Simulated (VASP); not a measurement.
# CdCuI3 (Pm-3m) in VASP: single point with PBE

Aim: the single point of CdCuI3 with PBE.

Program: VASP 6.6.1. These are calculated values, not measurements. Logs are shortened: lines on timing, memory, paths and dates and some standing lists are left out, and cuts for length are marked.

## 1. The cell of the first run

Symmetry: Pm-3m, No. 221, cubic system. The conventional cell has a = 5.464 Å, b = 5.464 Å, c = 5.464 Å, α = 90.00°, β = 90.00°, γ = 90.00°. Cd (site symmetry m-3m) has 12 I at 3.86 Å and 8 Cu at 4.73 Å within 5.1 Å. Cu (site symmetry m-3m) has 6 I at 2.73 Å within 3.6 Å. Within 3.6 Å of I (site symmetry 4/mmm) lie 2 Cu at 2.73 Å.

## 2. Single point, PBE

INCAR reads:

```
SYSTEM = CdCuI3
  PREC = Accurate
  ENCUT = 520
  EDIFF = 1E-6
  ISMEAR = 0
  SIGMA = 0.1
  LREAL = .FALSE.
  LASPH = .TRUE.
  NELM = 60
  ALGO = Normal
  ISIF = 2
  LWAVE = .FALSE.
  LCHARG = .FALSE.
  GGA = PE
  NBANDS = 30
```

KPOINTS reads:

```
Automatic mesh
0
G
  8 8 8
  0 0 0
```

POSCAR reads:

```
CdCuI3
1.0
    5.4640001073      0.0000000000      0.0000000000
    0.0000000000      5.4640001073      0.0000000000
    0.0000000000      0.0000000000      5.4640001073
Cd Cu I
1 1 3
Direct
    0.0000000000      0.0000000000      0.0000000000
    0.5000000000      0.5000000000      0.5000000000
    0.0000000000      0.5000000000      0.5000000000
    0.5000000000      0.0000000000      0.5000000000
    0.5000000000      0.5000000000      0.0000000000
```

Potentials or basis: VASP PAW PBE potentials, release 64 (Cd, Cu, I).

Run with:

```bash
$ cat potpaw_PBE.64/Cd/POTCAR potpaw_PBE.64/Cu/POTCAR potpaw_PBE.64/I/POTCAR > POTCAR
$ mpirun -np 1 vasp_std > vasp.out
```

OUTCAR:

```text
SYSTEM = CdCuI3
   PREC = Accurate
   ENCUT = 520
   EDIFF = 1E-6
   ISMEAR = 0
   LREAL = .FALSE.
   LASPH = .TRUE.
   NELM = 60
   ISIF = 2
   GGA = PE

 ion  position               nearest neighbor table
   1  0.000  0.000  0.000-
   2  0.500  0.500  0.500-   3 2.73   4 2.73   5 2.73   5 2.73   4 2.73   3 2.73
   3  0.000  0.500  0.500-   2 2.73   2 2.73
   4  0.500  0.000  0.500-   2 2.73   2 2.73
   5  0.500  0.500  0.000-   2 2.73   2 2.73

  LATTYP: Found a simple cubic cell.
 ALAT       =     5.4640001073

  Lattice vectors:

 A1 = (   5.4640001073,   0.0000000000,   0.0000000000)
 A2 = (   0.0000000000,   5.4640001073,   0.0000000000)
 A3 = (   0.0000000000,   0.0000000000,   5.4640001073)

Analysis of symmetry for initial positions (statically):
=====================================================================
 Subroutine PRICEL returns:
 Original cell was already a primitive cell.

 Routine SETGRP: Setting up the symmetry group for a
 simple cubic supercell.

 Subroutine GETGRP returns: Found 48 space group operations
 (whereof 48 operations were pure point group operations)
 out of a pool of 48 trial point group operations.

The static configuration has the point symmetry O_h .

Analysis of symmetry for dynamics (positions and initial velocities):
=====================================================================
 Subroutine PRICEL returns:
 Original cell was already a primitive cell.

 Routine SETGRP: Setting up the symmetry group for a
 simple cubic supercell.

 Subroutine GETGRP returns: Found 48 space group operations
 (whereof 48 operations were pure point group operations)
 out of a pool of 48 trial point group operations.

The dynamic configuration has the point symmetry O_h .

 Subroutine INISYM returns: Found 48 space group operations
 (whereof 48 operations are pure point group operations),
 and found     1 'primitive' translations

----------------------------------------------------------------------------------------

                                     Primitive cell

  volume of cell :     163.1293

  direct lattice vectors                    reciprocal lattice vectors
     5.464000107  0.000000000  0.000000000     0.183016102  0.000000000  0.000000000
     0.000000000  5.464000107  0.000000000     0.000000000  0.183016102  0.000000000
     0.000000000  0.000000000  5.464000107     0.000000000  0.000000000  0.183016102

  length of vectors
     5.464000107  5.464000107  5.464000107     0.183016102  0.183016102  0.183016102

  position of ions in fractional coordinates (direct lattice)
     0.000000000  0.000000000  0.000000000
     0.500000000  0.500000000  0.500000000
     0.000000000  0.500000000  0.500000000
     0.500000000  0.000000000  0.500000000
     0.500000000  0.500000000  0.000000000

  ion indices of the primitive-cell ions
   primitive index   ion index
                 1           1
                 2           2
                 3           3
                 4           4
                 5           5

----------------------------------------------------------------------------------------

 KPOINTS: Automatic mesh

Automatic generation of k-mesh.
 Grid dimensions read from file:
 generate k-points for:    8    8    8

 Generating k-lattice:

  Cartesian coordinates                     Fractional coordinates (reciprocal lattice)
     0.022877013  0.000000000  0.000000000     0.125000000  0.000000000  0.000000000
     0.000000000  0.022877013  0.000000000     0.000000000  0.125000000  0.000000000
     0.000000000  0.000000000  0.022877013     0.000000000  0.000000000  0.125000000

  Length of vectors
     0.022877013  0.022877013  0.022877013

  Shift w.r.t. Gamma in fractional coordinates (k-lattice)
     0.000000000  0.000000000  0.000000000

 Subroutine IBZKPT returns following result:
 ===========================================

 Found     35 irreducible k-points:

 Following reciprocal coordinates:
            Coordinates               Weight
  0.000000  0.000000  0.000000      1.000000
  0.125000  0.000000  0.000000      6.000000
  0.250000  0.000000  0.000000      6.000000
  0.375000  0.000000  0.000000      6.000000
  0.500000  0.000000  0.000000      3.000000
  0.125000  0.125000  0.000000     12.000000
[... 16 lines left out ...]
  0.375000  0.375000  0.125000     24.000000
  0.500000  0.375000  0.125000     24.000000
 [... further k-points ...]
   k-points           NKPTS =     35   k-points in BZ     NKDIM =     35   number of bands    NBANDS=     30
   number of dos      NEDOS =    301   number of ions     NIONS =      5
   total plane-waves  NPLWV =  74088
   dimension x,y,z NGX =    42 NGY =   42 NGZ =   42
   dimension x,y,z NGXF=    84 NGYF=   84 NGZF=   84
   ions per type =               1   1   3
   NGX,Y,Z   is equivalent  to a cutoff of  12.78, 12.78, 12.78 a.u.
   NGXF,Y,Z  is equivalent  to a cutoff of  25.56, 25.56, 25.56 a.u.
 SYSTEM =  CdCuI3
   PREC   = accura    normal or accurate (medium, high low for compatibility)
   ISTART =      0    job   : 0-new  1-cont  2-samecut
   ICHARG =      2    charge: 1-file 2-atom 10-const
   ISPIN  =      1    spin polarized calculation?
   LNONCOLLINEAR =      F non collinear calculations
   LSORBIT =      F    spin-orbit coupling
   LASPH  =      T    aspherical Exc in radial PAW
   ENCUT  =  520.0 eV  38.22 Ry    6.18 a.u.  10.16 10.16 10.16*2*pi/ulx,y,z
   NELM   =     60;   NELMIN=  2; NELMDL= -5     # of ELM steps
   EDIFF  = 0.1E-05   stopping-criterion for ELM
   LREAL  =      F    real-space projection
   EDIFFG = 0.1E-04   stopping-criterion for IOM
   NSW    =      0    number of steps for IOM
   IBRION =     -1    ionic relax: 0-MD 1-quasi-New 2-CG
   NFREE  =      0    steps in history (QN), initial steepest desc. (CG)
   ISIF   =      2    stress and relaxation
   ISYM   =      2    0-nonsym 1-usesym 2-fastsym
   POTIM  = 0.5000    time-step for ionic-motion
   TEBEG  =    0.0;   TEEND  =   0.0 temperature during run
   PSTRESS=    0.0 pullay stress
   NELECT =      44.0000    total number of electrons
   NUPDOWN=      -1.0000    fix difference up-down
   EMIN   =  10.00;   EMAX   =-10.00  energy-range for DOS
   EFERMI =   0.00;   METHOD = LEGACY
   ISMEAR =     0;   SIGMA  =   0.10  broadening in eV -4-tet -1-fermi 0-gaus
   EFERMI_NEDOS =   21; number of points for ismear=-14 and -15
   IALGO  =     38    algorithm
   IMIX   =      4    mixing-type and parameters
     AMIX     =   0.40;   BMIX     =  1.00
     AMIX_MAG =   1.60;   BMIX_MAG =  1.00
  volume/ion in A,a.u.               =      32.63       220.17
  Fermi-wavevector in a.u.,A,eV,Ry     =   1.057747  1.998851 15.222581  1.118828
  Thomas-Fermi vector in A             =   2.193031
   LORBIT       =      0    0 simple, 1 ext, 2 COOP (PROOUT), +10 PAW based schemes
   GGA     = PE    functional components
   LHFCALC =     F    Hartree Fock is set to
   AEXX    =    0.0000 exact exchange contribution
   IVDW    =     0    specifies the selected vdW correction
   LEPSILON=     F    determine dielectric tensor
   LRPA    =     F    only Hartree local field effects (RPA)
 non-spin polarized calculation
 Gauss-broadening in eV      SIGMA  =   0.10
  energy-cutoff  :      520.00
  volume of cell :      163.13
 maximum number of plane-waves:      4428
 NGX is ok and might be reduce to    42
   NGX = 21   NGY = 21   NGZ = 21

 number of electron      44.0000008 magnetization

 Free energy of the ion-electron system (eV)
  ---------------------------------------------------
  ext. energy  EPLUGINS =         0.00000000
  ---------------------------------------------------
  free energy    TOTEN  =        -8.68951129 eV

  energy without entropy =       -8.66360271  energy(sigma->0) =       -8.67655700

 E-fermi :   2.9691     XC(G=0):  -8.8671

 val. band max:        2.9638682054   @ k =   0.3750   0.2500   0.2500
 cond. band min:       2.9779689575   @ k =   0.2500   0.2500   0.2500
 fundamental gap:      0.0141007521
 Fermi energy:         2.9690555706

 k-point     1 :       0.0000    0.0000    0.0000
  band No.  band energies     occupation
      1      -9.8940      2.00000
      2      -8.6412      2.00000
      3      -8.6412      2.00000
      4      -4.8706      2.00000
      5      -4.8706      2.00000
      6      -4.8706      2.00000
[... 22 lines left out ...]
     29       8.7260      0.00000
     30       8.9833      0.00000

 k-point     2 :       0.1250    0.0000    0.0000
  band No.  band energies     occupation
      1      -9.8567      2.00000
      2      -8.6843      2.00000
      3      -8.6388      2.00000
      4      -4.8724      2.00000
      5      -4.8724      2.00000
      6      -4.8705      2.00000
[... 22 lines left out ...]
     29       9.0370      0.00000
     30       9.0843      0.00000

 k-point     3 :       0.2500    0.0000    0.0000
  band No.  band energies     occupation
      1      -9.7526      2.00000
      2      -8.8029      2.00000
      3      -8.6329      2.00000
      4      -4.8766      2.00000
      5      -4.8766      2.00000
      6      -4.8737      2.00000
[... 22 lines left out ...]
     29       9.3239      0.00000
     30       9.6904      0.00000

 k-point     4 :       0.3750    0.0000    0.0000
  band No.  band energies     occupation
      1      -9.6117      2.00000
      2      -8.9589      2.00000
      3      -8.6270      2.00000
      4      -4.8808      2.00000
      5      -4.8808      2.00000
      6      -4.8795      2.00000
[... 22 lines left out ...]
     29      10.1890      0.00000
     30      10.2412      0.00000

 k-point     5 :       0.5000    0.0000    0.0000
  band No.  band energies     occupation
      1      -9.5274      2.00000
      2      -9.0496      2.00000
      3      -8.6245      2.00000
      4      -4.8825      2.00000
      5      -4.8825      2.00000
      6      -4.8820      2.00000
[... 22 lines left out ...]
     29       9.5282      0.00000
     30      10.7453      0.00000
[... 526 lines left out ...]
     29      10.0462      0.00000
     30      10.3985      0.00000

 k-point    22 :       0.5000    0.2500    0.1250
  band No.  band energies     occupation
      1      -9.3648      2.00000
      2      -9.0299      2.00000
      3      -8.7660      2.00000
      4      -4.8782      2.00000
      5      -4.8766      2.00000
      6      -4.8752      2.00000
[... 22 lines left out ...]
     29      10.4242      0.00000
     30      10.5777      0.00000

 k-point    23 :       0.3750    0.3750    0.1250
  band No.  band energies     occupation
      1      -9.3180      2.00000
      2      -8.9643      2.00000
      3      -8.8630      2.00000
      4      -4.8779      2.00000
      5      -4.8771      2.00000
      6      -4.8741      2.00000
[... 22 lines left out ...]
     29       9.7419      0.00000
     30      10.4796      0.00000

 k-point    24 :       0.5000    0.3750    0.1250
  band No.  band energies     occupation
      1      -9.2259      2.00000
      2      -9.0192      2.00000
      3      -8.8925      2.00000
      4      -4.8775      2.00000
      5      -4.8772      2.00000
      6      -4.8742      2.00000
[... 22 lines left out ...]
     29       9.5793      0.00000
     30      10.7256      0.00000

 [... further k-points ...]
[... 5 lines left out ...]
  --------------------------------------------------------------------------------------
  -------------------------------------------------------------------------------------
  Total        0.0636011      0.0636011      0.0636011     -0.0000000      0.0000000     -0.0000000
  in kB        0.6246595      0.6246595      0.6246595     -0.0000000      0.0000000     -0.0000000
  external PRESSURE =       0.6246595 kB  Pullay stress =       0.0000000 kB

 VOLUME and BASIS-vectors are now :
 -----------------------------------------------------------------------------
  energy-cutoff  :      520.00
  volume of cell :      163.13
      direct lattice vectors                 reciprocal lattice vectors
     5.464000107  0.000000000  0.000000000     0.183016102  0.000000000  0.000000000
     0.000000000  5.464000107  0.000000000     0.000000000  0.183016102  0.000000000
     0.000000000  0.000000000  5.464000107     0.000000000  0.000000000  0.183016102

 POSITION                                       TOTAL-FORCE (eV/Angst)
 -----------------------------------------------------------------------------------
      0.00000      0.00000      0.00000         0.000000      0.000000      0.000000
      2.73200      2.73200      2.73200         0.000000      0.000000      0.000000
      0.00000      2.73200      2.73200         0.000000      0.000000      0.000000
      2.73200      0.00000      2.73200         0.000000      0.000000      0.000000
      2.73200      2.73200      0.00000         0.000000      0.000000      0.000000
 -----------------------------------------------------------------------------------
    total drift:                                0.000000     -0.000000     -0.000000

  FREE ENERGIE OF THE ION-ELECTRON SYSTEM (eV)
  ---------------------------------------------------
  free  energy   TOTEN  =        -8.6895112877 eV

  energy  without entropy=       -8.6636027056  energy(sigma->0) =       -8.67655700
```

It took 2.9 min on 1 thread of AMD EPYC 7R43 (Zen 3), shared host; peak memory 0.34 GiB.

Results:

- Free energy: -8.6895 eV
- Pressure: 0.1 GPa
- Band gap on the k mesh: zero (band 22 reaches 3.75 eV, above the bottom of band 23 at 2.23 eV)

Caveat: spin-orbit coupling is left out, which moves the levels of the heavy elements; semilocal functionals often make such compounds metallic where correlation or magnetic order opens a gap, which also shifts bond lengths.
